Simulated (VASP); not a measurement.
A run of VASP 6.6.1:

The input INCAR:

```
PREC = Accurate ; ENCUT = 520
EDIFF = 1E-7 ; ISMEAR = -1
SIGMA = 0.05 ; LREAL = F
LASPH = T ; NELM = 150
ALGO = Normal ; ISIF = 2
LWAVE = F ; LCHARG = F
ISPIN = 2 ; MAGMOM = 7 7
LORBIT = 11 ; LMAXMIX = 6
GGA = PE ; NBANDS = 29
```

KPOINTS

```
regular mesh
0
Gamma
  8 8 5
```

POSCAR

```
Gd
1.0
    3.6492690578      0.0000000000      0.0000000000
   -1.8246345289      3.1603597093      0.0000000000
    0.0000000000      0.0000000000      5.8366445789
Gd
2
Direct
    0.6666666667      0.3333333333      0.7500000000
    0.3333333333      0.6666666667      0.2500000000
```

Potentials or basis: VASP PAW PBE potentials, release 64 (Gd).

Launch:

```sh
$ cat potpaw_PBE.64/Gd/POTCAR > POTCAR
$ mpirun -np 1 vasp_std > vasp.out
```

Hardware: 1 thread of Intel Xeon 8259CL (shared host).

**Question.** Estimate the wall time of this run.

**Answer.** It took 20 min on 1 thread of Intel Xeon 8259CL, on a shared host, peak memory 0.28 GiB. Counts: scf iterations 57, k points 30.
